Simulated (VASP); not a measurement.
# SiNi (P2_13) in VASP: notebook

SiNi is run at these levels: PBEsol+U; tasks: single point.

Everything below comes from runs of VASP 6.6.1. Logs are shortened: lines on timing, memory, paths and dates and some standing lists are left out, and cuts for length are marked.

## (1) The cell of the first run

The structure is cubic, space group P2_13 (No. 198). Conventional cell: a = 4.504 Å, b = 4.504 Å, c = 4.504 Å, α = 90.00°, β = 90.00°, γ = 90.00°. Ni (site symmetry 3) has 7 Si at 2.36 to 2.44 Å and 6 Ni at 2.78 Å within 3.1 Å. Si (site symmetry 3) has 7 Ni at 2.36 to 2.44 Å and 6 Si at 2.78 Å within 3.1 Å.

## (2) Single point, PBEsol+U, collinear spin, ferromagnetic start

The input, INCAR:

```
SYSTEM = SiNi
PREC = Accurate
ENCUT = 520
EDIFF = 1E-6
ISMEAR = -1
SIGMA = 0.05
LREAL = .FALSE.
LASPH = .TRUE.
NELM = 150
ALGO = Normal
ISIF = 2
LWAVE = .FALSE.
LCHARG = .TRUE.
ISPIN = 2
MAGMOM = 1 1 1 1 0 0 0 0
LORBIT = 11
LMAXMIX = 4
LDAU = .TRUE.
LDAUTYPE = 2
LDAUL = 2 -1
LDAUU = 4 0
LDAUJ = 0 0
LDAUPRINT = 1
GGA = PS
LELF = .TRUE.
LVHAR = .TRUE.
NBANDS = 42
```

The input, KPOINTS:

```
Automatic mesh
0
G
  6 6 6
  0 0 0
```

The input, POSCAR:

```
SiNi
1.0
    4.5036940000      0.0000000000      0.0000000000
    0.0000000000      4.5036940000      0.0000000000
    0.0000000000      0.0000000000      4.5036940000
Ni Si
4 4
Direct
    0.1495040000      0.1495040000      0.1495040000
    0.6495040000      0.3504960000      0.8504960000
    0.8504960000      0.6495040000      0.3504960000
    0.3504960000      0.8504960000      0.6495040000
    0.8468300000      0.8468300000      0.8468300000
    0.3468300000      0.6531700000      0.1531700000
    0.1531700000      0.3468300000      0.6531700000
    0.6531700000      0.1531700000      0.3468300000
```

Potentials or basis: VASP PAW PBE potentials, release 64 (Ni, Si).

Command:

```bash
$ cat potpaw_PBE.64/Ni/POTCAR potpaw_PBE.64/Si/POTCAR > POTCAR
$ mpirun -np 1 vasp_std > vasp.out
```

OUTCAR:

```text
SYSTEM = SiNi
   PREC = Accurate
   ENCUT = 520
   EDIFF = 1E-6
   ISMEAR = -1
   LREAL = .FALSE.
   LASPH = .TRUE.
   NELM = 150
   ISIF = 2
   ISPIN = 2
   LORBIT = 11
   GGA = PS

 ion  position               nearest neighbor table
   1  0.150  0.150  0.150-   5 2.36   6 2.41   7 2.41   8 2.41   6 2.44   7 2.44   8 2.44   2 2.78
                             4 2.78   4 2.78   2 2.78   3 2.78   3 2.78
   2  0.650  0.350  0.850-   6 2.36   5 2.41   7 2.41   8 2.41   7 2.44   8 2.44   5 2.44   3 2.78
                             1 2.78   3 2.78   1 2.78   4 2.78   4 2.78
   3  0.850  0.650  0.350-   7 2.36   6 2.41   5 2.41   8 2.41   8 2.44   5 2.44   6 2.44   2 2.78
                             2 2.78   4 2.78   4 2.78   1 2.78   1 2.78
   4  0.350  0.850  0.650-   8 2.36   6 2.41   7 2.41   5 2.41   6 2.44   7 2.44   5 2.44   1 2.78
                             1 2.78   3 2.78   3 2.78   2 2.78   2 2.78
   5  0.847  0.847  0.847-   1 2.36   2 2.41   3 2.41   4 2.41   2 2.44   3 2.44   4 2.44   6 2.78
                             7 2.78   8 2.78   8 2.78   7 2.78   6 2.78
   6  0.347  0.653  0.153-   2 2.36   1 2.41   3 2.41   4 2.41   3 2.44   4 2.44   1 2.44   8 2.78
                             5 2.78   7 2.78   7 2.78   8 2.78   5 2.78
   7  0.153  0.347  0.653-   3 2.36   2 2.41   1 2.41   4 2.41   4 2.44   1 2.44   2 2.44   8 2.78
                             5 2.78   6 2.78   5 2.78   6 2.78   8 2.78
   8  0.653  0.153  0.347-   4 2.36   2 2.41   3 2.41   1 2.41   2 2.44   3 2.44   1 2.44   7 2.78
                             5 2.78   5 2.78   6 2.78   6 2.78   7 2.78

  LATTYP: Found a simple cubic cell.
 ALAT       =     4.5036940000

  Lattice vectors:

 A1 = (   4.5036940000,   0.0000000000,   0.0000000000)
 A2 = (   0.0000000000,   4.5036940000,   0.0000000000)
 A3 = (   0.0000000000,   0.0000000000,   4.5036940000)

Analysis of symmetry for initial positions (statically):
=====================================================================
 Subroutine PRICEL returns:
 Original cell was already a primitive cell.

 Routine SETGRP: Setting up the symmetry group for a
 simple cubic supercell.

 Subroutine GETGRP returns: Found 12 space group operations
 (whereof  3 operations were pure point group operations)
 out of a pool of 48 trial point group operations.

The static configuration has the point symmetry C_3 .
 The point group associated with its full space group is T   .

Analysis of symmetry for dynamics (positions and initial velocities):
=====================================================================
 Subroutine PRICEL returns:
 Original cell was already a primitive cell.

 Routine SETGRP: Setting up the symmetry group for a
 simple cubic supercell.

 Subroutine GETGRP returns: Found 12 space group operations
 (whereof  3 operations were pure point group operations)
 out of a pool of 48 trial point group operations.

The dynamic configuration has the point symmetry C_3 .
 The point group associated with its full space group is T   .

Analysis of structural, dynamic, and magnetic symmetry:
=====================================================================
 Subroutine PRICEL returns:
 Original cell was already a primitive cell.

 Routine SETGRP: Setting up the symmetry group for a
 simple cubic supercell.

 Subroutine GETGRP returns: Found 12 space group operations
 (whereof  3 operations were pure point group operations)
 out of a pool of 48 trial point group operations.

The overall configuration has the point symmetry C_3 .
 The point group associated with its full space group is T   .

 Subroutine INISYM returns: Found 12 space group operations
 (whereof  3 operations are pure point group operations),
 and found     1 'primitive' translations

----------------------------------------------------------------------------------------

                                     Primitive cell

  volume of cell :      91.3496

  direct lattice vectors                    reciprocal lattice vectors
     4.503694000  0.000000000  0.000000000     0.222039952  0.000000000  0.000000000
     0.000000000  4.503694000  0.000000000     0.000000000  0.222039952  0.000000000
[... 124 lines left out ...]
   J (eV)           for each species LDAUJ =   0.0  0.0
   GGA     = PS    functional components
   LHFCALC =     F    Hartree Fock is set to
   AEXX    =    0.0000 exact exchange contribution
   IVDW    =     0    specifies the selected vdW correction
   LEPSILON=     F    determine dielectric tensor
   LRPA    =     F    only Hartree local field effects (RPA)
 spin polarized calculation
  energy-cutoff  :      520.00
  volume of cell :       91.35
 maximum number of plane-waves:      2517
 NGX is ok and might be reduce to    36
   NGX = 17   NGY = 17   NGZ = 17

 number of electron      55.9999997 magnetization      -0.0030221

atom =   1  type =  1  l = 2

 onsite density matrix

spin component  1
[... 116 lines left out ...]
  o =  0.8594  v =  0.0000  0.0000  0.0000  0.0000  0.0000  0.5774 -0.5774 -0.0000 -0.5774  0.0000      0.0000  0.0000  0.0000  0.0000  0.0000  0.0000  0.0000  0.0000  0.0000  0.0000
  o =  0.8595  v =  0.5774 -0.5774 -0.0000 -0.5774  0.0000  0.0000  0.0000  0.0000  0.0000  0.0000      0.0000  0.0000  0.0000  0.0000  0.0000  0.0000  0.0000  0.0000  0.0000  0.0000
  o =  0.8602  v =  0.0000  0.0000  0.0000  0.0000  0.0000 -0.0929 -0.0099 -0.9912 -0.0830  0.0443      0.0000  0.0000  0.0000  0.0000  0.0000  0.0000  0.0000  0.0000  0.0000  0.0000
  o =  0.8602  v =  0.0000  0.0000  0.0000  0.0000  0.0000 -0.0422 -0.1015  0.0443  0.0593  0.9912      0.0000  0.0000  0.0000  0.0000  0.0000  0.0000  0.0000  0.0000  0.0000  0.0000
  o =  0.8603  v =  0.0802 -0.0146  0.9733  0.0947  0.1925  0.0000  0.0000  0.0000  0.0000  0.0000      0.0000  0.0000  0.0000  0.0000  0.0000  0.0000  0.0000  0.0000  0.0000  0.0000
  o =  0.8603  v = -0.0631 -0.1010 -0.1925  0.0379  0.9733  0.0000  0.0000  0.0000  0.0000  0.0000      0.0000  0.0000  0.0000  0.0000  0.0000  0.0000  0.0000  0.0000  0.0000  0.0000
  o =  0.8957  v =  0.0000  0.0000  0.0000  0.0000  0.0000  0.7978  0.5207 -0.0998  0.2771  0.0752      0.0000  0.0000  0.0000  0.0000  0.0000  0.0000  0.0000  0.0000  0.0000  0.0000
  o =  0.8957  v =  0.0000  0.0000  0.0000  0.0000  0.0000  0.1407 -0.6206 -0.0752  0.7612 -0.0998      0.0000  0.0000  0.0000  0.0000  0.0000  0.0000  0.0000  0.0000  0.0000  0.0000
  o =  0.8957  v =  0.6918 -0.0192 -0.1246  0.7109 -0.0095  0.0000  0.0000  0.0000  0.0000  0.0000      0.0000  0.0000  0.0000  0.0000  0.0000  0.0000  0.0000  0.0000  0.0000  0.0000
  o =  0.8957  v =  0.4215  0.8099 -0.0095 -0.3883  0.1246  0.0000  0.0000  0.0000  0.0000  0.0000      0.0000  0.0000  0.0000  0.0000  0.0000  0.0000  0.0000  0.0000  0.0000  0.0000

 number of electron      55.9999997 magnetization       0.0001679

 Free energy of the ion-electron system (eV)
  ---------------------------------------------------
  ext. energy  EPLUGINS =         0.00000000
  ---------------------------------------------------
  free energy    TOTEN  =       -42.13707812 eV

  energy without entropy =      -42.11775289  energy(sigma->0) =      -42.12741551

 E-fermi :  11.3344     XC(G=0): -12.6433

 val. band max:       11.2495188024   @ k =   0.3333   0.0000   0.0000
 cond. band min:      11.3356896115   @ k =   0.3333   0.0000   0.0000
 fundamental gap:      0.0861708090
 Fermi energy:        11.3344072529

 spin component 1

 k-point     1 :       0.0000    0.0000    0.0000
  band No.  band energies     occupation
      1      -2.4504      1.00000
      2       2.7471      1.00000
      3       2.7471      1.00000
      4       2.7471      1.00000
      5       5.3348      1.00000
      6       5.3348      1.00000
[... 1021 lines left out ...]
     39      18.1747      0.00000
     40      18.1747      0.00000
 Fermi energy:        11.3344072529

 spin component 2

 k-point     1 :       0.0000    0.0000    0.0000
  band No.  band energies     occupation
      1      -2.4504      1.00000
      2       2.7471      1.00000
      3       2.7471      1.00000
      4       2.7471      1.00000
      5       5.3348      1.00000
      6       5.3348      1.00000
[... 1021 lines left out ...]
     39      18.1747      0.00000
     40      18.1747      0.00000
 [bands above 40 left out]

------------------------ aborting loop because EDIFF is reached ----------------------------------------

  FORCE on cell =-STRESS in cart. coord.  units (eV):
  Direction    XX          YY          ZZ          XY          YZ          ZX
  --------------------------------------------------------------------------------------
  -------------------------------------------------------------------------------------
  Total       -6.4904840     -6.4904840     -6.4904840     -0.0000000     -0.0000000      0.0000000
  in kB     -113.8363706   -113.8363706   -113.8363706     -0.0000000     -0.0000000      0.0000000
  external PRESSURE =    -113.8363706 kB  Pullay stress =       0.0000000 kB

 VOLUME and BASIS-vectors are now :
 -----------------------------------------------------------------------------
  energy-cutoff  :      520.00
  volume of cell :       91.35
      direct lattice vectors                 reciprocal lattice vectors
     4.503694000  0.000000000  0.000000000     0.222039952  0.000000000  0.000000000
     0.000000000  4.503694000  0.000000000     0.000000000  0.222039952  0.000000000
     0.000000000  0.000000000  4.503694000     0.000000000  0.000000000  0.222039952

 POSITION                                       TOTAL-FORCE (eV/Angst)
 -----------------------------------------------------------------------------------
      0.67332      0.67332      0.67332        -0.085194     -0.085194     -0.085194
      2.92517      1.57853      3.83037        -0.085194      0.085194      0.085194
      3.83037      2.92517      1.57853         0.085194     -0.085194      0.085194
      1.57853      3.83037      2.92517         0.085194      0.085194     -0.085194
      3.81386      3.81386      3.81386        -0.029551     -0.029551     -0.029551
      1.56202      2.94168      0.68983        -0.029551      0.029551      0.029551
      0.68983      1.56202      2.94168         0.029551     -0.029551      0.029551
      2.94168      0.68983      1.56202         0.029551      0.029551     -0.029551
 -----------------------------------------------------------------------------------
    total drift:                                0.000000      0.000000     -0.000000

  FREE ENERGIE OF THE ION-ELECTRON SYSTEM (eV)
  ---------------------------------------------------
  free  energy   TOTEN  =       -42.1370781228 eV

  energy  without entropy=      -42.1177528903  energy(sigma->0) =      -42.12741551

 total charge

# of ion       s       p       d       tot
------------------------------------------
    1        0.440   0.575   8.706   9.721
    2        0.440   0.575   8.706   9.721
    3        0.440   0.575   8.706   9.721
    4        0.440   0.575   8.706   9.721
    5        0.739   0.825   0.000   1.564
    6        0.739   0.825   0.000   1.564
    7        0.739   0.825   0.000   1.564
    8        0.739   0.825   0.000   1.564
--------------------------------------------------
tot          4.715   5.603  34.822  45.140

 magnetization (x)

# of ion       s       p       d       tot
------------------------------------------
    1        0.000  -0.000   0.000   0.000
    2        0.000  -0.000   0.000   0.000
    3        0.000  -0.000   0.000   0.000
    4        0.000  -0.000   0.000   0.000
    5        0.000  -0.000   0.000   0.000
    6        0.000  -0.000   0.000   0.000
    7        0.000  -0.000   0.000   0.000
    8        0.000  -0.000   0.000   0.000
--------------------------------------------------
tot          0.000  -0.000   0.000   0.000
```

Run time: 6.6 min. Hardware: 1 thread of Oxide Virtual Turin-like, shared host; peak memory 0.28 GiB.

What came out:

```yaml
Free_energy: -42.1371 eV
Pressure: -11.4 GPa
Largest_force: 0.148 eV/Å
Band_gap_on_the_k_mesh: zero (filled and empty bands overlap)
Net_moment: 0.00 μB per cell
Valence_electrons_inside_the_program's_atomic_spheres: Ni 9.72; Si 1.56
```

Forces on the atoms (eV/Å):
```
Ni  -0.085 -0.085 -0.085
Ni  -0.085  0.085  0.085
Ni   0.085 -0.085  0.085
Ni   0.085  0.085 -0.085
Si  -0.030 -0.030 -0.030
Si  -0.030  0.030  0.030
Si   0.030 -0.030  0.030
Si   0.030  0.030 -0.030
```

Eigenvalues of the final occupation matrices:
| site | spin | trace | eigenvalues |
| --- | --- | --- | --- |
| site 1 d | 1 | 4.37 | 0.86 0.86 0.86 0.90 0.90 |
| site 1 d | 2 | 4.37 | 0.86 0.86 0.86 0.90 0.90 |
| site 2 d | 1 | 4.37 | 0.86 0.86 0.86 0.90 0.90 |
| site 2 d | 2 | 4.37 | 0.86 0.86 0.86 0.90 0.90 |
| site 3 d | 1 | 4.37 | 0.86 0.86 0.86 0.90 0.90 |
| site 3 d | 2 | 4.37 | 0.86 0.86 0.86 0.90 0.90 |
| site 4 d | 1 | 4.37 | 0.86 0.86 0.86 0.90 0.90 |
| site 4 d | 2 | 4.37 | 0.86 0.86 0.86 0.90 0.90 |

Caveat: the PAW data sets were made with another functional, which shifts forces and pressure a little; the U is typed as a test and isn't derived for this compound. The state reached can hang on the start; a lower one may exist.

## (3) Single point, PBEsol+U, collinear spin, ferromagnetic start

INCAR: that of step 2 with these lines changed.

```diff
@@ -3,3 +3,3 @@
 ENCUT = 520
-EDIFF = 1E-6
+EDIFF = 1E-7
 ISMEAR = -1
@@ -20,3 +20,3 @@
 LDAUL = 2 -1
-LDAUU = 4 0
+LDAUU = 5 0
 LDAUJ = 0 0
```

KPOINTS is that of step 2.

POSCAR is that of step 2.

Potentials or basis: VASP PAW PBE potentials, release 64 (Ni, Si).

Command:

```bash
$ cat potpaw_PBE.64/Ni/POTCAR potpaw_PBE.64/Si/POTCAR > POTCAR
$ mpirun -np 1 vasp_std > vasp.out
```

Run time: 7.5 min. Hardware: 1 thread of Oxide Virtual Turin-like, shared host; peak memory 0.27 GiB.

It converged, with:

* Free energy: -39.9899 eV
* Pressure: -13.2 GPa
* Largest force: 0.173 eV/Å
* Band gap on the k mesh: zero (filled and empty bands overlap)
* Net moment: 0.00 μB per cell
* Valence electrons inside the program's atomic spheres: Ni 9.77; Si 1.56

Forces on the atoms (eV/Å):
```
Ni  -0.100 -0.100 -0.100
Ni  -0.100  0.100  0.100
Ni   0.100 -0.100  0.100
Ni   0.100  0.100 -0.100
Si  -0.032 -0.032 -0.032
Si  -0.032  0.032  0.032
Si   0.032 -0.032  0.032
Si   0.032  0.032 -0.032
```

Levels at points of the mesh, in eV from the Fermi level:
Spin up:
```tsv
k point	band 24	band 25	band 26	band 27	band 28	band 29	band 30	band 31	band 32	band 33
(0.00, 0.00, 0.00)	-2.51	-1.78	-1.78	-1.78	1.11	1.11	1.11	1.56	1.56	2.24
(0.50, 0.00, 0.00)	-2.47	-2.08	-2.08	-0.66	-0.66	-0.22	-0.22	3.00	3.00	3.22
(0.50, 0.50, 0.00)	-2.70	-1.50	-1.50	-1.11	-1.11	0.39	0.39	1.05	1.05	4.33
(0.50, 0.50, 0.50)	-2.90	-2.09	-2.09	-2.09	-2.09	4.51	4.51	4.51	4.51	4.79
```
Spin down:
```tsv
k point	band 25	band 26	band 27	band 28	band 29	band 30	band 31	band 32
(0.00, 0.00, 0.00)	-1.78	-1.78	-1.78	1.11	1.11	1.11	1.56	1.56
(0.50, 0.00, 0.00)	-2.08	-2.08	-0.66	-0.66	-0.22	-0.22	3.00	3.00
(0.50, 0.50, 0.00)	-1.50	-1.50	-1.11	-1.11	0.39	0.39	1.05	1.05
(0.50, 0.50, 0.50)	-2.09	-2.09	-2.09	-2.09	4.51	4.51	4.51	4.51
```

Eigenvalues of the final occupation matrices:
```
    site  spin  trace               eigenvalues
site 1 d     1   4.40  0.87 0.87 0.87 0.90 0.90
site 1 d     2   4.40  0.87 0.87 0.87 0.90 0.90
site 2 d     1   4.40  0.87 0.87 0.87 0.90 0.90
site 2 d     2   4.40  0.87 0.87 0.87 0.90 0.90
site 3 d     1   4.40  0.87 0.87 0.87 0.90 0.90
site 3 d     2   4.40  0.87 0.87 0.87 0.90 0.90
site 4 d     1   4.40  0.87 0.87 0.87 0.90 0.90
site 4 d     2   4.40  0.87 0.87 0.87 0.90 0.90
```

Caveat: the PAW data sets were made with another functional, which shifts forces and pressure a little; the U is typed as a test and isn't derived for this compound. The state reached can hang on the start; a lower one may exist.

## (4) Single point, PBEsol+U, collinear spin, ferromagnetic start

The input, INCAR:

```
ALGO = Normal
EDIFF = 1E-7
ENCUT = 520
GGA = PS
ISIF = 2
ISMEAR = -1
ISPIN = 2
LASPH = T
LCHARG = T
LDAU = T
LDAUJ = 0 0
LDAUL = 2 -1
LDAUPRINT = 1
LDAUTYPE = 2
LDAUU = 6 0
LELF = T
LMAXMIX = 4
LORBIT = 11
LREAL = F
LVHAR = T
LWAVE = F
MAGMOM = 1 1 1 1 0 0 0 0
NBANDS = 42
NELM = 150
PREC = Accurate
SIGMA = 0.05
```

The input, KPOINTS:

```
k-points
0
Gamma
  6 6 6
```

POSCAR is that of step 3.

Command:

```bash
$ cat potpaw_PBE.64/Ni/POTCAR potpaw_PBE.64/Si/POTCAR > POTCAR
$ mpirun -np 1 vasp_std > vasp.out
```

Run time: 7 min. Hardware: 1 thread of Oxide Virtual Turin-like, shared host; peak memory 0.28 GiB.

It converged, with:

```yaml
Free_energy: -37.9371 eV
Pressure: -15.2 GPa
Largest_force: 0.198 eV/Å
Band_gap_on_the_k_mesh: zero (filled and empty bands overlap)
Net_moment: 0.00 μB per cell
Valence_electrons_inside_the_program's_atomic_spheres: Ni 9.81; Si 1.55
```

Forces in eV/Å, atoms in the order of the input:
```
Ni  -0.115 -0.115 -0.115
Ni  -0.115  0.115  0.115
Ni   0.115 -0.115  0.115
Ni   0.115  0.115 -0.115
Si  -0.034 -0.034 -0.034
Si  -0.034  0.034  0.034
Si   0.034 -0.034  0.034
Si   0.034  0.034 -0.034
```

Levels at points of the mesh, in eV from the Fermi level:
Spin up:
| k point | band 24 | band 25 | band 26 | band 27 | band 28 | band 29 | band 30 | band 31 | band 32 | band 33 |
| --- | --- | --- | --- | --- | --- | --- | --- | --- | --- | --- |
| (0.00, 0.00, 0.00) | -2.56 | -1.82 | -1.82 | -1.82 | 1.13 | 1.13 | 1.13 | 1.59 | 1.59 | 2.29 |
| (0.50, 0.00, 0.00) | -2.56 | -2.10 | -2.10 | -0.68 | -0.68 | -0.23 | -0.23 | 3.05 | 3.05 | 3.28 |
| (0.50, 0.50, 0.00) | -2.79 | -1.47 | -1.47 | -1.15 | -1.15 | 0.40 | 0.40 | 1.08 | 1.08 | 4.41 |
| (0.50, 0.50, 0.50) | -2.98 | -2.17 | -2.17 | -2.17 | -2.17 | 4.58 | 4.58 | 4.58 | 4.58 | 4.84 |
Spin down:
```
           k point  band 24  band 25  band 26  band 27  band 28  band 29  band 30  band 31  band 32  band 33
(0.00, 0.00, 0.00)    -2.56    -1.82    -1.82    -1.82     1.13     1.13     1.13     1.59     1.59     2.29
(0.50, 0.00, 0.00)    -2.56    -2.10    -2.10    -0.68    -0.68    -0.23    -0.23     3.05     3.05     3.28
(0.50, 0.50, 0.00)    -2.79    -1.47    -1.47    -1.15    -1.15     0.40     0.40     1.08     1.08     4.41
(0.50, 0.50, 0.50)    -2.98    -2.17    -2.17    -2.17    -2.17     4.58     4.58     4.58     4.58     4.84
```

Eigenvalues of the final occupation matrices:
```
    site  spin  trace               eigenvalues
site 1 d     1   4.43  0.87 0.87 0.87 0.91 0.91
site 1 d     2   4.43  0.87 0.87 0.87 0.91 0.91
site 2 d     1   4.43  0.87 0.87 0.87 0.91 0.91
site 2 d     2   4.43  0.87 0.87 0.87 0.91 0.91
site 3 d     1   4.43  0.87 0.87 0.87 0.91 0.91
site 3 d     2   4.43  0.87 0.87 0.87 0.91 0.91
site 4 d     1   4.43  0.87 0.87 0.87 0.91 0.91
site 4 d     2   4.43  0.87 0.87 0.87 0.91 0.91
```

Caveat: the PAW data sets were made with another functional, which shifts forces and pressure a little; the U is typed as a test and isn't derived for this compound. The state reached can hang on the start; a lower one may exist.

## (5) Summary

| U | gap on the mesh (eV) | pressure (GPa) | moment (μB) | largest force (eV/Å) |
| --- | --- | --- | --- | --- |
| Ni d U = 4.0 eV | none | -11.4 | 0.00 | 0.15 |
| Ni d U = 5.0 eV | none | -13.2 | 0.00 | 0.17 |
| Ni d U = 6.0 eV | none | -15.2 | 0.00 | 0.20 |

Alike in all rows: task single point; level PBEsol+U; potentials or basis VASP PAW PBE potentials, release 64 (Ni, Si); spin collinear, ferromagnetic start; cell as given; k mesh 6 × 6 × 6; cutoff (eV) 520; smearing fermi-dirac 0.05 eV.

Every run on the cell as given and a fine mesh finds a metal.

Caveats: the PAW data sets were made with another functional, which shifts forces and pressure a little; the U is typed as a test and isn't derived for this compound.

Absolute energies hang on the potentials; compare differences alone.
